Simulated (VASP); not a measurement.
# HfSiO4 (I4_1/amd) in VASP: a series of runs, part 2 of 2

VASP 6.6.1.

## (3) Single point, PBE

This run uses another cell than the first one, of 11.07 Å³/atom, 1.002 times its volume.

INCAR reads:

```
PREC     = Accurate       # precision mode
ENCUT    = 520            # plane-wave cutoff, eV
EDIFF    = 1E-7           # SCF threshold, eV
ISMEAR   = 0              # smearing method
SIGMA    = 0.02           # smearing width, eV
LREAL    = F              # projectors in reciprocal space
LASPH    = T              # aspherical terms in the spheres
NELM     = 80             # most SCF steps
ALGO     = Normal         # electronic algorithm
ISIF     = 2              # what is computed and relaxed
LWAVE    = F              # write WAVECAR
LCHARG   = T              # write CHGCAR
GGA      = PE             # functional
LELF     = T              # ELF
LVHAR    = T            
NBANDS   = 50             # bands
```

KPOINTS reads:

```
Automatic mesh
0
Gamma
  6 6 6
```

POSCAR reads:

```
HfSiO4
1.0
   -3.3224525161      3.3224525161      3.0074740540
    3.3224525161     -3.3224525161      3.0074740540
    3.3224525161      3.3224525161     -3.0074740540
Hf Si O
2 2 8
Direct
    0.0000000000      0.0000000000      0.0000000000
    0.7500000000      0.2500000000      0.5000000000
    0.2500000000      0.7500000000      0.5000000000
    0.5000000000      0.5000000000      0.0000000000
    0.1347298444      0.3189389224      0.8157909220
    0.0689389224      0.7531480004      0.6842090780
    0.0689389224      0.3847298444      0.3157909220
    0.5031480004      0.3189389224      0.1842090780
    0.6810610776      0.4968519996      0.8157909220
    0.6152701556      0.9310610776      0.6842090780
    0.2468519996      0.9310610776      0.3157909220
    0.6810610776      0.8652701556      0.1842090780
```

Potentials or basis: VASP PAW PBE potentials, release 64 (Hf_pv, Si, O).

Launch:

```sh
cat potpaw_PBE.64/Hf_pv/POTCAR potpaw_PBE.64/Si/POTCAR potpaw_PBE.64/O/POTCAR > POTCAR
mpirun -np 1 vasp_std > vasp.out
```

OUTCAR:

```text
PREC = Accurate
   ENCUT = 520
   EDIFF = 1E-7
   ISMEAR = 0
   LREAL = F
   LASPH = T
   NELM = 80
   ISIF = 2
   GGA = PE

 ion  position               nearest neighbor table
   1  0.000  0.000  0.000-   6 2.14  11 2.14  10 2.14   7 2.14   8 2.28   5 2.28  12 2.28   9 2.28
                             4 3.01   4 3.01   2 3.65   2 3.65   2 3.65   2 3.65
   2  0.750  0.250  0.500-   8 2.14   9 2.14   5 2.14  12 2.14   7 2.28  10 2.28   6 2.28  11 2.28
                             3 3.01   3 3.01   1 3.65   1 3.65   1 3.65   1 3.65
   3  0.250  0.750  0.500-   6 1.64  11 1.64  10 1.64   7 1.64   2 3.01   2 3.01
   4  0.500  0.500  0.000-   8 1.64   9 1.64   5 1.64  12 1.64   1 3.01   1 3.01
   5  0.135  0.319  0.816-   4 1.64   2 2.14   1 2.28
   6  0.069  0.753  0.684-   3 1.64   1 2.14   2 2.28
   7  0.069  0.385  0.316-   3 1.64   1 2.14   2 2.28
   8  0.503  0.319  0.184-   4 1.64   2 2.14   1 2.28
   9  0.681  0.497  0.816-   4 1.64   2 2.14   1 2.28
  10  0.615  0.931  0.684-   3 1.64   1 2.14   2 2.28
  11  0.247  0.931  0.316-   3 1.64   1 2.14   2 2.28
  12  0.681  0.865  0.184-   4 1.64   2 2.14   1 2.28

  LATTYP: Found a body centered tetragonal cell.
 ALAT       =     6.6449050322
 C/A-ratio  =     0.9051970011

  Lattice vectors:

 A1 = (  -3.3224525161,   3.3224525161,   3.0074740540)
 A2 = (   3.3224525161,  -3.3224525161,   3.0074740540)
 A3 = (   3.3224525161,   3.3224525161,  -3.0074740540)

Analysis of symmetry for initial positions (statically):
=====================================================================
 Subroutine PRICEL returns:
 Original cell was already a primitive cell.

 Routine SETGRP: Setting up the symmetry group for a
 body centered tetragonal supercell.

 Subroutine GETGRP returns: Found 16 space group operations
 (whereof  8 operations were pure point group operations)
 out of a pool of 16 trial point group operations.

The static configuration has the point symmetry D_2d.
 The point group associated with its full space group is D_4h.

Analysis of symmetry for dynamics (positions and initial velocities):
=====================================================================
 Subroutine PRICEL returns:
 Original cell was already a primitive cell.

 Routine SETGRP: Setting up the symmetry group for a
 body centered tetragonal supercell.

 Subroutine GETGRP returns: Found 16 space group operations
 (whereof  8 operations were pure point group operations)
 out of a pool of 16 trial point group operations.

The dynamic configuration has the point symmetry D_2d.
 The point group associated with its full space group is D_4h.

 Subroutine INISYM returns: Found 16 space group operations
 (whereof  8 operations are pure point group operations),
 and found     1 'primitive' translations

----------------------------------------------------------------------------------------

                                     Primitive cell

  volume of cell :     132.7943

[... 64 lines left out ...]
            Coordinates               Weight
  0.000000  0.000000  0.000000      1.000000
  0.166667 -0.000000  0.000000      8.000000
  0.333333 -0.000000  0.000000      8.000000
  0.500000 -0.000000  0.000000      4.000000
  0.166667  0.166667  0.000000      8.000000
  0.333333  0.166667  0.000000     16.000000
[... 16 lines left out ...]
 -0.333333 -0.333333  0.166667      8.000000
 -0.166667 -0.333333  0.166667      8.000000
 [... further k-points ...]
   k-points           NKPTS =     30   k-points in BZ     NKDIM =     30   number of bands    NBANDS=     50
   number of dos      NEDOS =    301   number of ions     NIONS =     12
   total plane-waves  NPLWV =  74088
   dimension x,y,z NGX =    42 NGY =   42 NGZ =   42
   dimension x,y,z NGXF=    84 NGYF=   84 NGZF=   84
   ions per type =               2   2   8
   NGX,Y,Z   is equivalent  to a cutoff of  12.52, 12.52, 12.52 a.u.
   NGXF,Y,Z  is equivalent  to a cutoff of  25.03, 25.03, 25.03 a.u.
 SYSTEM =  unknown system
   PREC   = accura    normal or accurate (medium, high low for compatibility)
   ISTART =      0    job   : 0-new  1-cont  2-samecut
   ICHARG =      2    charge: 1-file 2-atom 10-const
   ISPIN  =      1    spin polarized calculation?
   LNONCOLLINEAR =      F non collinear calculations
   LSORBIT =      F    spin-orbit coupling
   LASPH  =      T    aspherical Exc in radial PAW
   ENCUT  =  520.0 eV  38.22 Ry    6.18 a.u.  10.37 10.37 10.37*2*pi/ulx,y,z
   NELM   =     80;   NELMIN=  2; NELMDL= -5     # of ELM steps
   EDIFF  = 0.1E-06   stopping-criterion for ELM
   LREAL  =      F    real-space projection
   EDIFFG = 0.1E-05   stopping-criterion for IOM
   NSW    =      0    number of steps for IOM
   IBRION =     -1    ionic relax: 0-MD 1-quasi-New 2-CG
   NFREE  =      0    steps in history (QN), initial steepest desc. (CG)
   ISIF   =      2    stress and relaxation
   ISYM   =      2    0-nonsym 1-usesym 2-fastsym
   POTIM  = 0.5000    time-step for ionic-motion
   TEBEG  =    0.0;   TEEND  =   0.0 temperature during run
   PSTRESS=    0.0 pullay stress
   NELECT =      76.0000    total number of electrons
   NUPDOWN=      -1.0000    fix difference up-down
   EMIN   =  10.00;   EMAX   =-10.00  energy-range for DOS
   EFERMI =   0.00;   METHOD = LEGACY
   ISMEAR =     0;   SIGMA  =   0.02  broadening in eV -4-tet -1-fermi 0-gaus
   EFERMI_NEDOS =   21; number of points for ismear=-14 and -15
   IALGO  =     38    algorithm
   IMIX   =      4    mixing-type and parameters
     AMIX     =   0.40;   BMIX     =  1.00
     AMIX_MAG =   1.60;   BMIX_MAG =  1.00
  volume/ion in A,a.u.               =      11.07        74.68
  Fermi-wavevector in a.u.,A,eV,Ry     =   1.359209  2.568532 25.136068  1.847449
  Thomas-Fermi vector in A             =   2.485976
   LORBIT       =      0    0 simple, 1 ext, 2 COOP (PROOUT), +10 PAW based schemes
   GGA     = PE    functional components
   LHFCALC =     F    Hartree Fock is set to
   AEXX    =    0.0000 exact exchange contribution
   IVDW    =     0    specifies the selected vdW correction
   LEPSILON=     F    determine dielectric tensor
   LRPA    =     F    only Hartree local field effects (RPA)
 non-spin polarized calculation
 Gauss-broadening in eV      SIGMA  =   0.02
  energy-cutoff  :      520.00
  volume of cell :      132.79
 maximum number of plane-waves:      3595
 NGX is ok and might be reduce to    42
   NGX = 21   NGY = 21   NGZ = 21

 number of electron      76.0000017 magnetization

 Free energy of the ion-electron system (eV)
  ---------------------------------------------------
  ext. energy  EPLUGINS =         0.00000000
  ---------------------------------------------------
  free energy    TOTEN  =      -108.65824675 eV

  energy without entropy =     -108.65824675  energy(sigma->0) =     -108.65824675

 E-fermi :   3.1507     XC(G=0): -10.9393

 val. band max:        3.0562742494   @ k =   0.0000   0.0000   0.0000
 cond. band min:       8.3267314088   @ k =   0.3333   0.3333   0.1667
 fundamental gap:      5.2704571594
 Fermi energy:         3.1506857446

 k-point     1 :       0.0000    0.0000    0.0000
  band No.  band energies     occupation
      1     -26.4093      2.00000
      2     -26.4093      2.00000
      3     -26.3490      2.00000
      4     -26.3400      2.00000
      5     -26.2544      2.00000
      6     -26.2544      2.00000
[... 1261 lines left out ...]
     49      11.6122      0.00000
     50      12.5279      0.00000

 [... further k-points ...]
[... 5 lines left out ...]
  --------------------------------------------------------------------------------------
  -------------------------------------------------------------------------------------
  Total       -1.4042696     -1.4042696     -1.1643030      0.0000000      0.0000000      0.0000000
  in kB      -16.9426619    -16.9426619    -14.0474386      0.0000000      0.0000000      0.0000000
  external PRESSURE =     -15.9775875 kB  Pullay stress =       0.0000000 kB

 VOLUME and BASIS-vectors are now :
 -----------------------------------------------------------------------------
  energy-cutoff  :      520.00
  volume of cell :      132.79
      direct lattice vectors                 reciprocal lattice vectors
    -3.322452516  3.322452516  3.007474054     0.000000000  0.150491240  0.166252473
     3.322452516 -3.322452516  3.007474054     0.150491240  0.000000000  0.166252473
     3.322452516  3.322452516 -3.007474054     0.150491240  0.150491240  0.000000000

 POSITION                                       TOTAL-FORCE (eV/Angst)
 -----------------------------------------------------------------------------------
      0.00000      0.00000      0.00000        -0.000000      0.000000     -0.000000
      0.00000      3.32245      1.50374        -0.000000      0.000000      0.000000
      3.32245      0.00000      1.50374        -0.000000      0.000000      0.000000
      0.00000      0.00000      3.00747        -0.000000      0.000000      0.000000
      3.32245      2.09840     -1.08907        -0.000000     -0.125705     -0.132698
      4.54650      0.00000      0.41466         0.125705      0.000000     -0.132698
      2.09840     -0.00000      0.41466        -0.125705      0.000000     -0.132698
      0.00000      1.22405      1.91840        -0.000000      0.125705     -0.132698
      2.09840      3.32245      1.08907        -0.125705      0.000000      0.132698
      3.32245      1.22405      2.59281        -0.000000      0.125705      0.132698
      3.32245     -1.22405      2.59281        -0.000000     -0.125705      0.132698
      1.22405      0.00000      4.09655         0.125705      0.000000      0.132698
 -----------------------------------------------------------------------------------
    total drift:                                0.000000      0.000000      0.000000

  FREE ENERGIE OF THE ION-ELECTRON SYSTEM (eV)
  ---------------------------------------------------
  free  energy   TOTEN  =      -108.6582467501 eV

  energy  without entropy=     -108.6582467501  energy(sigma->0) =     -108.65824675
```

Run time: 6.3 min. Hardware: 1 thread of AMD EPYC 7R13, shared host; peak memory 0.32 GiB.

What came out:

```yaml
Free_energy: -108.6582 eV
Pressure: -1.6 GPa
Largest_force: 0.183 eV/Å
Band_gap_on_the_k_mesh: 5.27 eV, indirect (least direct gap 5.60 eV)
```

Forces on the atoms (eV/Å):
```
Hf   0.000  0.000  0.000
Hf   0.000  0.000  0.000
Si   0.000  0.000  0.000
Si   0.000  0.000  0.000
O    0.000 -0.126 -0.133
O    0.126  0.000 -0.133
O   -0.126  0.000 -0.133
O    0.000  0.126 -0.133
O   -0.126  0.000  0.133
O    0.000  0.126  0.133
O    0.000 -0.126  0.133
O    0.126  0.000  0.133
```

Levels at points of the mesh, in eV from the valence-band top:
```tsv
k point	band 36	band 37	band 38	band 39	band 40	band 41
(0.00, 0.00, 0.00)	-0.60	-0.53	0.00	5.60	5.91	5.96
(0.50, 0.00, 0.00)	-0.80	-0.24	-0.22	5.50	5.66	6.39
(0.50, 0.50, 0.00)	-0.89	-0.58	-0.58	5.28	5.28	6.35
(0.50, 0.50, 0.50)	-1.07	-0.89	-0.89	6.06	6.06	6.38
```

Caveat: spin-orbit coupling is left out, which moves the levels of the heavy elements. A k mesh can miss the band edges.
